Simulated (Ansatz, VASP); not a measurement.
This is a calculation of AlN for Ansatz 0.2.0.

The input input.yaml:

```yaml
crystal:
  lattice:
    - [0.0, 2.1394097525, 2.1394097525]
    - [2.1394097525, 0.0, 2.1394097525]
    - [2.1394097525, 2.1394097525, 0.0]
  atoms:
    - { symbol: Al, position: [0.0, 0.0, 0.0] }
    - { symbol: "N", position: [0.25, 0.25, 0.25] }
hamiltonian:
  xc: hf
  pseudopotentials: { kind: paw }
kpoints:
  mp_grid: { grid: [5, 5, 5] }
scf:
  occupations: { method: fermi_dirac, width: 0.05 }
output:
  forces: true
  stress: true
  eigenvalues: true
```

Potentials or basis: Ansatz PAW.

The run is started by

```bash
$ ansatz run input.yaml --threads 2 --pin off --max-ram 5632MiB --backend cpu --events-out ev --progress --plain --runs-dir out
```

**Question.** Set up the same calculation for VASP 6.6.1. Potentials there: VASP PAW PBE potentials, release 64 (Al, N).

**Answer.** As run (the cutoff follows the program's own potentials):

File POSCAR:

```
AlN
1.0
    0.0000000000      2.1394097525      2.1394097525
    2.1394097525      0.0000000000      2.1394097525
    2.1394097525      2.1394097525      0.0000000000
Al N
1 1
Direct
    0.0000000000      0.0000000000      0.0000000000
    0.2500000000      0.2500000000      0.2500000000
```

INCAR.step1

```
PREC = Accurate
ENCUT = 520
EDIFF = 1E-5
ISMEAR = -1
SIGMA = 0.05
LREAL = F
LASPH = T
NELM = 60
ALGO = Normal
ISIF = 2
LWAVE = T
LCHARG = F
GGA = PE
NBANDS = 11
```

Contents of INCAR.step2:

```
PREC = Accurate
ENCUT = 520
EDIFF = 1E-6
ISMEAR = -1
SIGMA = 0.05
LREAL = F
LASPH = T
NELM = 60
ALGO = Normal
ISIF = 2
LWAVE = F
LCHARG = F
GGA = PE
LHFCALC = T
AEXX = 1.0
ALDAC = 0.0
AGGAC = 0.0
PRECFOCK = Normal
ISTART = 1
NBANDS = 11
```

Contents of KPOINTS:

```
regular mesh
0
Gamma
  5 5 5
```

Potentials or basis: VASP PAW PBE potentials, release 64 (Al, N).

Run with:

```bash
$ cat potpaw_PBE.64/Al/POTCAR potpaw_PBE.64/N/POTCAR > POTCAR
$ cp INCAR.step1 INCAR
$ mpirun -np 1 vasp_std > vasp.out
$ cp INCAR.step2 INCAR
$ mpirun -np 1 vasp_std > vasp.out
```

Both were run:

|  | VASP | Ansatz | Ansatz less VASP |
| --- | --- | --- | --- |
| gap on the k mesh at the Fermi level (eV) | 13.16 | 12.98 | -0.174 |
| least direct gap on the mesh (eV) | 13.23 | 14.35 | +1.122 |
| pressure (GPa) | 13.8 | 14.5 | +0.70 |

VASP's potentials were made for PBE, not for HF. One of these differences is far larger than is usual between the two programs; its cause wasn't traced.

The k mesh is coarse, so the values compare programs but aren't converged. Noted on Ansatz's run: odd divisions of the mesh miss points on the zone boundary, where band edges often lie, so the gap on the mesh can be too wide.
